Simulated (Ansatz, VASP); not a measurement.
# MgB2: VASP beside Ansatz

File INCAR:

```
SYSTEM = MgB2
PREC     = Accurate       ! precision mode
ENCUT    = 520            ! plane-wave cutoff, eV
EDIFF    = 1E-7           ! SCF threshold, eV
ISMEAR   = 0              ! smearing method
SIGMA    = 0.1            ! smearing width, eV
LREAL    = .False.        ! projectors in reciprocal space
LASPH    = .True.         ! aspherical terms in the spheres
NELM     = 60             ! most SCF steps
ALGO     = Normal         ! electronic algorithm
ISIF     = 2              ! what is computed and relaxed
LWAVE    = .False.        ! write WAVECAR
LCHARG   = .False.        ! write CHGCAR
GGA      = PS             ! functional
NBANDS   = 11             ! bands
```

Contents of KPOINTS:

```
regular mesh
0
Gamma
  14 14 10
  0 0 0
```

File POSCAR:

```
MgB2
1.0
    3.1631746234      0.0492057613     -0.0455963104
   -1.5389738725      2.6428381156     -0.0039454515
   -0.0520699400     -0.0352652300      3.7233882400
Mg B
1 2
Direct
   -0.0015652345      0.0341207381      0.0330627306
    0.3558397340      0.6942596988      0.4763440250
    0.6457255005      0.2716195631      0.4905932444
```

Input for Ansatz:

```yaml
crystal:
  lattice:
    - [3.1631746234, 0.0492057613, -0.0455963104]
    - [-1.5389738725, 2.6428381156, -0.0039454515]
    - [-0.05206994, -0.03526523, 3.72338824]
  atoms:
    - { symbol: Mg, position: [-0.0015652345, 0.0341207381, 0.0330627306] }
    - { symbol: B, position: [0.355839734, 0.6942596988, 0.476344025] }
    - { symbol: B, position: [0.6457255005, 0.2716195631, 0.4905932444] }
basis:
  ecutwfc: 420
kpoints:
  mp_grid: { grid: [14, 14, 10] }
hamiltonian:
  xc: pbesol
scf:
  occupations: { method: gaussian, width: 0.1 }
output:
  forces: true
  stress: true
  eigenvalues: true
```

Change from the starting cell: all atoms moved at random, cell strained at random.

Alike in both runs: task single point; functional PBEsol; k mesh 14 × 14 × 10; occupations gaussian, width 0.1 eV; no spin polarisation.

```csv
,VASP,Ansatz
version,VASP 6.6.1,Ansatz 0.2.0
potentials or method,"VASP PAW PBE potentials, release 64 (Mg, B), cutoff 520 eV","scalar-relativistic, plane waves, PAW"
valence electrons in the cell,8,16
```

|  | VASP | Ansatz | Ansatz less VASP |
| --- | --- | --- | --- |
| gap on the k mesh at the Fermi level (eV) | none | none | - |
| pressure (GPa) | -3.1 | -3.0 | +0.01 |
| traceless stress, the component that is largest in VASP (GPa) | 16.78 | 16.53 | -0.245 |
| rms of the force components (eV/Å) | 1.905 | 1.889 | -0.0160 |

VASP's potentials were made for PBE, not for PBEsol. Atom by atom the forces differ by 0.016 eV/Å (rms over components). A gap of «none» marks a metal or a gap that the smearing closes. VASP's potentials hold 8 valence electrons a cell and Ansatz's 16, so a difference there can come from the potentials and not from the codes.
